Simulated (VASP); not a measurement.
# MoS2 (P6_3/mmc) in VASP: further runs

The runs below take MoS2 through single point, with r2SCAN+rVV10.

Program: VASP 6.6.1. These are calculated values, not measurements. Logs are shortened: lines on timing, memory, paths and dates and some standing lists are left out, and cuts for length are marked.

**What was measured.**

From “Multiwavelength excitation Raman Scattering Analysis of bulk and 2 dimensional MoS2: Vibrational properties of atomically thin MoS2 layers”, 2015, arxiv:1506.03228, for a bulk crystal of MoS2 at 300 K: band gap 1.3 eV (indirect).

The results are compared with them further down.

## Step 1: The cell of the first run

Symmetry: P6_3/mmc, No. 194, hexagonal system. Conventional cell: a = 3.173 Å, b = 3.173 Å, c = 12.435 Å, α = 90.00°, β = 90.00°, γ = 120.00°. Mo (site symmetry -6m2) has 6 S at 2.40 Å and 6 Mo at 3.17 Å within 3.2 Å. Within 3.2 Å of S (site symmetry 3m) lie 3 Mo at 2.40 Å and 7 S at 3.11 to 3.17 Å.

## Step 2: Single point, r2SCAN+rVV10

POSCAR

```
MoS2
1.0
    3.1730760085      0.0000000000      0.0000000000
   -1.5865380043      2.7479644315      0.0000000000
    0.0000000000      0.0000000000     12.4354554994
Mo S
2 4
Direct
    0.3333333333      0.6666666667      0.2500000000
    0.6666666667      0.3333333333      0.7500000000
    0.3333333333      0.6666666667      0.6248963217
    0.6666666667      0.3333333333      0.1248963217
    0.3333333333      0.6666666667      0.8751036783
    0.6666666667      0.3333333333      0.3751036783
```

INCAR.step1

```
SYSTEM = MoS2
ALGO     = Normal         ! electronic algorithm
EDIFF    = 1E-4           ! SCF threshold, eV
ENCUT    = 520            ! plane-wave cutoff, eV
GGA      = PE             ! functional
ISMEAR   = 0              ! smearing method
LASPH    = .True.         ! aspherical terms in the spheres
LCHARG   = .False.        ! write CHGCAR
LREAL    = .False.        ! projectors in reciprocal space
LWAVE    = .True.         ! write WAVECAR
NBANDS   = 35             ! bands
NELM     = 100            ! most SCF steps
PREC     = Accurate       ! precision mode
SIGMA    = 0.02           ! smearing width, eV
```

INCAR.step2

```
SYSTEM = MoS2
ALGO     = Normal         ! electronic algorithm
BPARAM   = 11.95        
CPARAM   = 0.0093       
EDIFF    = 1E-6           ! SCF threshold, eV
ENCUT    = 520            ! plane-wave cutoff, eV
ISIF     = 2              ! what is computed and relaxed
ISMEAR   = 0              ! smearing method
ISTART   = 1            
IVDW_NL  = 2            
LASPH    = .True.         ! aspherical terms in the spheres
LCHARG   = .False.        ! write CHGCAR
LMIXTAU  = .True.       
LREAL    = .False.        ! projectors in reciprocal space
LUSE_VDW = .True.       
LWAVE    = .False.        ! write WAVECAR
METAGGA  = R2SCAN         ! meta-GGA
NBANDS   = 35             ! bands
NELM     = 100            ! most SCF steps
PREC     = Accurate       ! precision mode
SIGMA    = 0.02           ! smearing width, eV
```

KPOINTS

```
k-points
0
Gamma
  12 12 4
  0 0 0
```

Potentials or basis: VASP PAW PBE potentials, release 64 (Mo_sv, S).

Started as:

```console
cat potpaw_PBE.64/Mo_sv/POTCAR potpaw_PBE.64/S/POTCAR > POTCAR
cp INCAR.step1 INCAR
mpirun -np 1 vasp_std > vasp.out
cp INCAR.step2 INCAR
mpirun -np 1 vasp_std > vasp.out
```

OUTCAR:

```text
SYSTEM = MoS2
   BPARAM = 11.95
   EDIFF = 1E-6
   ENCUT = 520
   ISIF = 2
   ISMEAR = 0
   ISTART = 1
   IVDW_NL = 2
   LASPH = .True.
   LREAL = .False.
   METAGGA = R2SCAN
   NELM = 100
   PREC = Accurate

 ion  position               nearest neighbor table
   1  0.333  0.667  0.250-   4 2.40   6 2.40   4 2.40   6 2.40   4 2.40   6 2.40
   2  0.667  0.333  0.750-   3 2.40   5 2.40   3 2.40   5 2.40   3 2.40   5 2.40
   3  0.333  0.667  0.625-   2 2.40   2 2.40   2 2.40
   4  0.667  0.333  0.125-   1 2.40   1 2.40   1 2.40
   5  0.333  0.667  0.875-   2 2.40   2 2.40   2 2.40
   6  0.667  0.333  0.375-   1 2.40   1 2.40   1 2.40

  LATTYP: Found a hexagonal cell.
 ALAT       =     3.1730760085
 C/A-ratio  =     3.9190537718

  Lattice vectors:

 A1 = (   3.1730760085,   0.0000000000,   0.0000000000)
 A2 = (  -1.5865380043,   2.7479644315,   0.0000000000)
 A3 = (   0.0000000000,   0.0000000000,  12.4354554994)

Analysis of symmetry for initial positions (statically):
=====================================================================
 Subroutine PRICEL returns:
 Original cell was already a primitive cell.

 Routine SETGRP: Setting up the symmetry group for a
 hexagonal supercell.

 Subroutine GETGRP returns: Found 24 space group operations
 (whereof 12 operations were pure point group operations)
 out of a pool of 24 trial point group operations.

The static configuration has the point symmetry D_3d.
 The point group associated with its full space group is D_6h.

Analysis of symmetry for dynamics (positions and initial velocities):
=====================================================================
 Subroutine PRICEL returns:
 Original cell was already a primitive cell.

 Routine SETGRP: Setting up the symmetry group for a
 hexagonal supercell.

 Subroutine GETGRP returns: Found 24 space group operations
 (whereof 12 operations were pure point group operations)
 out of a pool of 24 trial point group operations.

The dynamic configuration has the point symmetry D_3d.
 The point group associated with its full space group is D_6h.

 Subroutine INISYM returns: Found 24 space group operations
 (whereof 12 operations are pure point group operations),
 and found     1 'primitive' translations

----------------------------------------------------------------------------------------

                                     Primitive cell

  volume of cell :     108.4310

  direct lattice vectors                    reciprocal lattice vectors
     3.173076008  0.000000000  0.000000000     0.315151606  0.181952865  0.000000000
    -1.586538004  2.747964431  0.000000000     0.000000000  0.363905729  0.000000000
     0.000000000  0.000000000 12.435455499     0.000000000  0.000000000  0.080415229

  length of vectors
     3.173076008  3.173076009 12.435455499     0.363905729  0.363905729  0.080415229

  position of ions in fractional coordinates (direct lattice)
     0.333333333  0.666666667  0.250000000
     0.666666667  0.333333333  0.750000000
     0.333333333  0.666666667  0.624896322
     0.666666667  0.333333333  0.124896322
     0.333333333  0.666666667  0.875103678
     0.666666667  0.333333333  0.375103678

  ion indices of the primitive-cell ions
   primitive index   ion index
                 1           1
                 2           2
                 3           3
                 4           4
                 5           5
                 6           6

----------------------------------------------------------------------------------------

 KPOINTS: k-points

Automatic generation of k-mesh.
 Grid dimensions read from file:
 generate k-points for:   12   12    4

 Generating k-lattice:

  Cartesian coordinates                     Fractional coordinates (reciprocal lattice)
     0.026262634  0.015162739  0.000000000     0.083333333  0.000000000  0.000000000
     0.000000000  0.030325477  0.000000000     0.000000000  0.083333333  0.000000000
     0.000000000  0.000000000  0.020103807     0.000000000  0.000000000  0.250000000

  Length of vectors
     0.030325477  0.030325477  0.020103807

  Shift w.r.t. Gamma in fractional coordinates (k-lattice)
     0.000000000  0.000000000  0.000000000

 Subroutine IBZKPT returns following result:
 ===========================================

 Found     57 irreducible k-points:

 Following reciprocal coordinates:
            Coordinates               Weight
  0.000000  0.000000  0.000000      1.000000
  0.083333 -0.000000  0.000000      6.000000
  0.166667  0.000000  0.000000      6.000000
  0.250000  0.000000  0.000000      6.000000
  0.333333  0.000000  0.000000      6.000000
  0.416667  0.000000  0.000000      6.000000
[... 16 lines left out ...]
  0.250000  0.000000  0.250000     12.000000
  0.333333  0.000000  0.250000     12.000000
 [... further k-points ...]
   k-points           NKPTS =     57   k-points in BZ     NKDIM =     57   number of bands    NBANDS=     35
   number of dos      NEDOS =    301   number of ions     NIONS =      6
   total plane-waves  NPLWV =  55296
   dimension x,y,z NGX =    24 NGY =   24 NGZ =   96
   dimension x,y,z NGXF=    48 NGYF=   48 NGZF=  192
   ions per type =               2   4
   NGX,Y,Z   is equivalent  to a cutoff of  12.57, 12.57, 12.83 a.u.
   NGXF,Y,Z  is equivalent  to a cutoff of  25.15, 25.15, 25.67 a.u.
 SYSTEM =  MoS2
   PREC   = accura    normal or accurate (medium, high low for compatibility)
   ISTART =      1    job   : 0-new  1-cont  2-samecut
   ICHARG =      0    charge: 1-file 2-atom 10-const
   ISPIN  =      1    spin polarized calculation?
   LNONCOLLINEAR =      F non collinear calculations
   LSORBIT =      F    spin-orbit coupling
   LASPH  =      T    aspherical Exc in radial PAW
   ENCUT  =  520.0 eV  38.22 Ry    6.18 a.u.   5.90  5.90 23.12*2*pi/ulx,y,z
   NELM   =    100;   NELMIN=  2; NELMDL=  0     # of ELM steps
   EDIFF  = 0.1E-05   stopping-criterion for ELM
   LREAL  =      F    real-space projection
   EDIFFG = 0.1E-04   stopping-criterion for IOM
   NSW    =      0    number of steps for IOM
   IBRION =     -1    ionic relax: 0-MD 1-quasi-New 2-CG
   NFREE  =      0    steps in history (QN), initial steepest desc. (CG)
   ISIF   =      2    stress and relaxation
   ISYM   =      2    0-nonsym 1-usesym 2-fastsym
   POTIM  = 0.5000    time-step for ionic-motion
   TEBEG  =    0.0;   TEEND  =   0.0 temperature during run
   PSTRESS=    0.0 pullay stress
   NELECT =      52.0000    total number of electrons
   NUPDOWN=      -1.0000    fix difference up-down
   EMIN   =  10.00;   EMAX   =-10.00  energy-range for DOS
   EFERMI =   0.00;   METHOD = LEGACY
   ISMEAR =     0;   SIGMA  =   0.02  broadening in eV -4-tet -1-fermi 0-gaus
   EFERMI_NEDOS =   21; number of points for ismear=-14 and -15
   IALGO  =     38    algorithm
   IMIX   =      4    mixing-type and parameters
     AMIX     =   0.40;   BMIX     =  1.00
     AMIX_MAG =   1.60;   BMIX_MAG =  1.00
  volume/ion in A,a.u.               =      18.07       121.95
  Fermi-wavevector in a.u.,A,eV,Ry     =   1.281420  2.421533 22.341275  1.642037
  Thomas-Fermi vector in A             =   2.413791
   LORBIT       =      0    0 simple, 1 ext, 2 COOP (PROOUT), +10 PAW based schemes
   METAGGA = R2SCAN    functional components
   LHFCALC =     F    Hartree Fock is set to
   AEXX    =    0.0000 exact exchange contribution
   IVDW_NL    =     2    kernel type
   BPARAM     =11.9500
   IVDW    =     0    specifies the selected vdW correction
   LEPSILON=     F    determine dielectric tensor
   LRPA    =     F    only Hartree local field effects (RPA)
 non-spin polarized calculation
 Gauss-broadening in eV      SIGMA  =   0.02
  energy-cutoff  :      520.00
  volume of cell :      108.43
 maximum number of plane-waves:      2945
 NGX is ok and might be reduce to    24
   NGX = 11   NGY = 11   NGZ = 47

 number of electron      51.9999999 magnetization

 Free energy of the ion-electron system (eV)
  ---------------------------------------------------
  ext. energy  EPLUGINS =         0.00000000
  ---------------------------------------------------
  free energy    TOTEN  =       -89.10412723 eV

  energy without entropy =      -89.10412723  energy(sigma->0) =      -89.10412723

 E-fermi :   7.3318     XC(G=0): -11.4652

 val. band max:        7.2238311841   @ k =   0.0000   0.0000   0.0000
 cond. band min:       8.2576715502   @ k =   0.1667   0.1667   0.0000
 fundamental gap:      1.0338403662
 Fermi energy:         7.3317695902

 k-point     1 :       0.0000    0.0000    0.0000
  band No.  band energies     occupation
      1     -56.2581      2.00000
      2     -56.2581      2.00000
      3     -29.6801      2.00000
      4     -29.6800      2.00000
      5     -29.4570      2.00000
      6     -29.4570      2.00000
[... 27 lines left out ...]
     34       9.8118      0.00000
     35      13.2668      0.00000

 k-point     2 :       0.0833   -0.0000    0.0000
  band No.  band energies     occupation
      1     -56.2552      2.00000
      2     -56.2552      2.00000
      3     -29.6743      2.00000
      4     -29.6742      2.00000
      5     -29.4855      2.00000
      6     -29.4855      2.00000
[... 27 lines left out ...]
     34       9.7023      0.00000
     35      13.7637      0.00000

 k-point     3 :       0.1667    0.0000    0.0000
  band No.  band energies     occupation
      1     -56.2473      2.00000
      2     -56.2473      2.00000
      3     -29.6587      2.00000
      4     -29.6586      2.00000
      5     -29.5626      2.00000
      6     -29.5626      2.00000
[... 27 lines left out ...]
     34      10.1698      0.00000
     35      14.7920      0.00000

 k-point     4 :       0.2500    0.0000    0.0000
  band No.  band energies     occupation
      1     -56.2365      2.00000
      2     -56.2365      2.00000
      3     -29.6666      2.00000
      4     -29.6666      2.00000
      5     -29.6372      2.00000
      6     -29.6371      2.00000
[... 27 lines left out ...]
     34      10.6629      0.00000
     35      15.1642      0.00000

 k-point     5 :       0.3333    0.0000    0.0000
  band No.  band energies     occupation
      1     -56.2256      2.00000
      2     -56.2256      2.00000
      3     -29.7690      2.00000
      4     -29.7690      2.00000
      5     -29.6156      2.00000
      6     -29.6156      2.00000
[... 638 lines left out ...]
 k-point    22 :       0.1667    0.0000    0.2500
  band No.  band energies     occupation
      1     -56.2473      2.00000
      2     -56.2473      2.00000
      3     -29.6586      2.00000
      4     -29.6586      2.00000
      5     -29.5626      2.00000
      6     -29.5626      2.00000
[... 27 lines left out ...]
     34      10.1553      0.00000
     35      14.8268      0.00000

 k-point    23 :       0.2500    0.0000    0.2500
  band No.  band energies     occupation
      1     -56.2365      2.00000
      2     -56.2365      2.00000
      3     -29.6666      2.00000
      4     -29.6666      2.00000
      5     -29.6372      2.00000
      6     -29.6371      2.00000
[... 27 lines left out ...]
     34      10.6346      0.00000
     35      15.1204      0.00000

 k-point    24 :       0.3333    0.0000    0.2500
  band No.  band energies     occupation
      1     -56.2256      2.00000
      2     -56.2256      2.00000
      3     -29.7690      2.00000
      4     -29.7690      2.00000
      5     -29.6156      2.00000
      6     -29.6156      2.00000
[... 27 lines left out ...]
     34      10.9909      0.00000
     35      14.3159      0.00000

 [... further k-points ...]

------------------------ aborting loop because EDIFF is reached ----------------------------------------

  FORCE on cell =-STRESS in cart. coord.  units (eV):
  Direction    XX          YY          ZZ          XY          YZ          ZX
  --------------------------------------------------------------------------------------
  -------------------------------------------------------------------------------------
  Total        0.1437731      0.1437731      0.0731681     -0.0000000     -0.0000000      0.0000000
  in kB        2.1243939      2.1243939      1.0811323     -0.0000000     -0.0000000      0.0000000
  external PRESSURE =       1.7766400 kB  Pullay stress =       0.0000000 kB

 VOLUME and BASIS-vectors are now :
 -----------------------------------------------------------------------------
  energy-cutoff  :      520.00
  volume of cell :      108.43
      direct lattice vectors                 reciprocal lattice vectors
     3.173076008  0.000000000  0.000000000     0.315151606  0.181952865  0.000000000
    -1.586538004  2.747964431  0.000000000     0.000000000  0.363905729  0.000000000
     0.000000000  0.000000000 12.435455499     0.000000000  0.000000000  0.080415229

 POSITION                                       TOTAL-FORCE (eV/Angst)
 -----------------------------------------------------------------------------------
     -0.00000      1.83198      3.10886         0.000000      0.000000      0.000000
      1.58654      0.91599      9.32659        -0.000000     -0.000000      0.000000
     -0.00000      1.83198      7.77087        -0.000000      0.000000     -0.016397
      1.58654      0.91599      1.55314        -0.000000      0.000000     -0.016397
     -0.00000      1.83198     10.88231        -0.000000      0.000000      0.016397
      1.58654      0.91599      4.66459        -0.000000     -0.000000      0.016397
 -----------------------------------------------------------------------------------
    total drift:                                0.000000     -0.000000      0.000000

  FREE ENERGIE OF THE ION-ELECTRON SYSTEM (eV)
  ---------------------------------------------------
  free  energy   TOTEN  =       -89.1041272349 eV

  energy  without entropy=      -89.1041272349  energy(sigma->0) =      -89.10412723
```

Wall time 6.5 min (1 thread of Intel Xeon Platinum 8488C (Sapphire Rapids), shared host); peak memory 0.55 GiB.

What came out:

- Free energy: -89.1041 eV
- Pressure: 0.2 GPa
- Largest force: 0.016 eV/Å
- Band gap on the k mesh: 1.03 eV (least direct gap 1.75 eV)

Forces on the atoms (eV/Å):
```
Mo   0.000  0.000  0.000
Mo   0.000  0.000  0.000
S    0.000  0.000 -0.016
S    0.000  0.000 -0.016
S    0.000  0.000  0.016
S    0.000  0.000  0.016
```

Stress tensor (GPa, compression positive):
```
0.21 0.00 0.00
0.00 0.21 0.00
0.00 0.00 0.11
```

Caveat: the PAW data sets were made with another functional, which shifts forces and pressure a little.

## Step 3: Single point, r2SCAN+rVV10

This run uses another cell than the first one, of 17.86 Å³/atom.

POSCAR

```
MoS2
1.0
    3.1690000000      0.0000000000      0.0000000000
   -1.5845000000      2.7444345046      0.0000000000
    0.0000000000      0.0000000000     12.3240000000
Mo S
2 4
Direct
    0.3333333333      0.6666666667      0.2500000000
    0.6666666667      0.3333333333      0.7500000000
    0.3333333333      0.6666666667      0.6230000000
    0.6666666667      0.3333333333      0.1230000000
    0.3333333333      0.6666666667      0.8770000000
    0.6666666667      0.3333333333      0.3770000000
```

INCAR.step1

```
SYSTEM = MoS2
PREC = Accurate ; ENCUT = 520
ISMEAR = 0 ; SIGMA = 0.1
LREAL = .FALSE. ; LASPH = .TRUE.
NELM = 100 ; NBANDS = 35
GGA = PE ; ALGO = Normal
EDIFF = 1E-4 ; LWAVE = .TRUE.
LCHARG = .FALSE.
```

INCAR.step2

```
SYSTEM = MoS2
PREC = Accurate ; ENCUT = 520
EDIFF = 1E-6 ; ISMEAR = 0
SIGMA = 0.1 ; LREAL = .FALSE.
LASPH = .TRUE. ; NELM = 100
ALGO = Normal ; ISIF = 2
LWAVE = .FALSE. ; LCHARG = .FALSE.
METAGGA = R2SCAN ; LMIXTAU = .TRUE.
LUSE_VDW = .TRUE. ; IVDW_NL = 2
BPARAM = 11.95 ; CPARAM = 0.0093
NBANDS = 35 ; ISTART = 1
```

KPOINTS

```
regular mesh
0
G
  6 6 2
  0 0 0
```

Potentials or basis: VASP PAW PBE potentials, release 64 (Mo_sv, S).

Started as:

```console
cat potpaw_PBE.64/Mo_sv/POTCAR potpaw_PBE.64/S/POTCAR > POTCAR
cp INCAR.step1 INCAR
mpirun -np 1 vasp_std > vasp.out
cp INCAR.step2 INCAR
mpirun -np 1 vasp_std > vasp.out
```

Run time: 2.6 min. Hardware: 1 thread of Intel Xeon Platinum 8488C (Sapphire Rapids), shared host; peak memory 0.46 GiB.

Results (log left out):

| Property | Result |
| --- | --- |
| Free energy | -89.0981 eV |
| Pressure | -0.2 GPa |
| Largest force | 0.168 eV/Å |
| Band gap on the k mesh | 0.98 eV (least direct gap 1.77 eV) |

Forces in eV/Å, atoms in the order of the input:
```
Mo   0.000  0.000  0.000
Mo   0.000  0.000  0.000
S    0.000  0.000  0.168
S    0.000  0.000  0.168
S    0.000  0.000 -0.168
S    0.000  0.000 -0.168
```

Stress tensor (GPa, compression positive):
```
 0.15  0.00  0.00
 0.00  0.15  0.00
 0.00  0.00 -0.97
```

Levels at points of the mesh, in eV from the valence-band top:
```tsv
k point	band 22	band 23	band 24	band 25	band 26	band 27	band 28	band 29	band 30	band 31
(0.00, 0.00, 0.00)	-2.26	-2.26	-1.30	-1.18	0.00	2.25	2.25	2.27	2.27	2.39
(0.50, 0.00, 0.00)	-2.65	-1.87	-1.66	-1.46	-1.33	1.72	1.76	2.11	2.38	3.12
(0.00, 0.00, 0.50)	-2.29	-2.29	-2.29	-0.29	-0.29	2.25	2.25	2.25	2.25	2.49
(0.50, 0.00, 0.50)	-2.79	-1.77	-1.77	-1.39	-1.39	1.74	1.74	2.26	2.26	3.49
```

Caveat: the PAW data sets were made with another functional, which shifts forces and pressure a little.

## Step 4: Comparison with measurements

Step 2. Measured gap of MoS2: 1.3 eV (indirect; 300 K; “Multiwavelength excitation Raman Scattering Analysis of bulk and 2 dimensional MoS2: Vibrational properties of atomically thin MoS2 layers”, 2015, arxiv:1506.03228). This calculation gives 1.03 eV (-0.27 eV). Spin-orbit coupling on Mo is left out. The value is that of r2SCAN+rVV10 on a finite k mesh, which can miss the band edges, without temperature or zero-point motion.

Step 3. Measured gap of MoS2: 1.3 eV (indirect; 300 K; “Multiwavelength excitation Raman Scattering Analysis of bulk and 2 dimensional MoS2: Vibrational properties of atomically thin MoS2 layers”, 2015, arxiv:1506.03228). This calculation gives 0.98 eV (-0.32 eV). Spin-orbit coupling on Mo is left out. The value is that of r2SCAN+rVV10 on a finite k mesh, which can miss the band edges, without temperature or zero-point motion.
